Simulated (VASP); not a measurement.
Write the native input for VASP 6.6.1 that does the following.

```yaml
Task: single point
Functional: PBE
Potentials_or_basis: VASP PAW PBE potentials, release 64 (W_sv, C)
Cutoff: 520 eV
k_mesh: 6 × 6 × 6
Occupations: gaussian, width 0.1 eV
Spin: no spin polarisation
Dipole_correction: no
Further_INCAR_settings: ALGO = Normal; EDIFF = 1e-06; NBANDS = 23
```

The structure of WC4 lies in POSCAR:

```
WC4
1.0
   -2.5415724900      2.5415724900      2.5415724900
    2.5415724900     -2.5415724900      2.5415724900
    2.5415724900      2.5415724900     -2.5415724900
W C
1 4
Direct
    0.0000000000      0.0000000000      0.0000000000
    0.0000000000      0.0000000000      0.5000000000
    0.5000000000      0.0000000000      0.0000000000
    0.5000000000      0.5000000000      0.5000000000
    0.0000000000      0.5000000000      0.0000000000
```

One way to write it, as run:

INCAR

```
SYSTEM = WC4
PREC = Accurate ; ENCUT = 520
EDIFF = 1E-6 ; ISMEAR = 0
SIGMA = 0.1 ; LREAL = .FALSE.
LASPH = .TRUE. ; NELM = 60
ALGO = Normal ; ISIF = 2
LWAVE = .FALSE. ; LCHARG = .FALSE.
GGA = PE ; NBANDS = 23
```

KPOINTS

```
Automatic mesh
0
G
  6 6 6
  0 0 0
```

Potentials or basis: VASP PAW PBE potentials, release 64 (W_sv, C).

Launch:

```sh
$ cat potpaw_PBE.64/W_sv/POTCAR potpaw_PBE.64/C/POTCAR > POTCAR
$ mpirun -np 1 vasp_std > vasp.out
```

Results of the run:

* Pressure: -24.0 GPa
* Band gap on the k mesh: zero (band 15 reaches 6.01 eV, above the bottom of band 16 at 3.62 eV)

Caveat: spin-orbit coupling is left out, which moves the levels of the heavy elements.

Wall time 39 s on 1 thread of Intel Xeon 6975P-C, with other jobs on the host, peak memory 0.2 GiB.
